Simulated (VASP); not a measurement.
Set up this calculation in VASP 6.6.1, as the native input.

```yaml
Task: G0W0 quasiparticle levels
Functional: PBE
Potentials_or_basis: VASP PAW PBE potentials, release 64 (Cd_GW, S_GW)
Cutoff: 500 eV
k_mesh: 3 × 3 × 2
Occupations: gaussian, width 0.01 eV
Spin: no spin polarisation
Dipole_correction: no
GW_scheme: G0W0
GW_iterations: 1
Cutoff_of_the_response_function: 80
Frequency_points: 48
Empty_bands: 169
Further_INCAR_settings: ALGO = EVGW0; EDIFF = 1e-08; NBANDS = 187
```

CdS:

```
CELL_PARAMETERS angstrom
4.19656 0.00000 0.00000
-2.09828 3.63433 0.00000
0.00000 0.00000 6.82884
ATOMIC_POSITIONS crystal
Cd 0.33333 0.66667 0.99921
Cd 0.66667 0.33333 0.49921
S 0.33333 0.66667 0.37579
S 0.66667 0.33333 0.87579
```

One way to write it, as run:

POSCAR

```
CdS
1.0
    4.1965609777      0.0000000000      0.0000000000
   -2.0982804889      3.6343284152      0.0000000000
    0.0000000000      0.0000000000      6.8288414437
Cd S
2 2
Direct
    0.3333333333      0.6666666667     -0.0007921946
    0.6666666667      0.3333333333      0.4992078054
    0.3333333333      0.6666666667      0.3757921946
    0.6666666667      0.3333333333      0.8757921946
```

INCAR.step1

```
PREC = Accurate
ENCUT = 500
EDIFF = 1E-8
ISMEAR = 0
SIGMA = 0.01
LREAL = False
LASPH = True
NELM = 100
ALGO = Normal
LWAVE = True
LCHARG = False
GGA = PE
```

INCAR.step2

```
PREC = Accurate
ENCUT = 500
EDIFF = 1E-8
ISMEAR = 0
SIGMA = 0.01
LREAL = False
LASPH = True
NELM = 1
ALGO = Exact
LWAVE = True
LCHARG = False
GGA = PE
NBANDS = 187
LOPTICS = True
ISTART = 1
```

INCAR.step3

```
PREC = Accurate
ENCUT = 500
EDIFF = 1E-8
ISMEAR = 0
SIGMA = 0.01
LREAL = False
LASPH = True
ALGO = EVGW0
LWAVE = False
LCHARG = False
GGA = PE
NELMGW = 1
NBANDS = 187
ENCUTGW = 80.0
NOMEGA = 48
PRECFOCK = Fast
ISTART = 1
NBANDSGW = 26
```

KPOINTS

```
Automatic mesh
0
Gamma
  3 3 2
```

Potentials or basis: VASP PAW PBE potentials, release 64 (Cd_GW, S_GW).

Run with:

```bash
$ cat potpaw_PBE.64/Cd_GW/POTCAR potpaw_PBE.64/S_GW/POTCAR > POTCAR
$ cp INCAR.step1 INCAR
$ mpirun -np 1 vasp_std > vasp.out
$ cp INCAR.step2 INCAR
$ mpirun -np 1 vasp_std > vasp.out
$ cp INCAR.step3 INCAR
$ mpirun -np 1 vasp_std > vasp.out
```

It gave:

- Quasiparticle gap: 1.73 eV
- Least direct quasiparticle gap: 1.73 eV
- Band gap of the starting levels on the mesh: 1.09 eV
- Least direct gap of the starting levels on the mesh: 1.09 eV

Caveat: the k points lie up to 0.58 Å⁻¹ apart; bands, screening cutoff and mesh are small and nothing is extrapolated, so the quasiparticle values aren't converged.

Run time: 11 min on 1 thread of Intel(R) Xeon(R) 6975P-C (Granite Rapids), with other jobs on the host, peak memory 1.3 GiB.
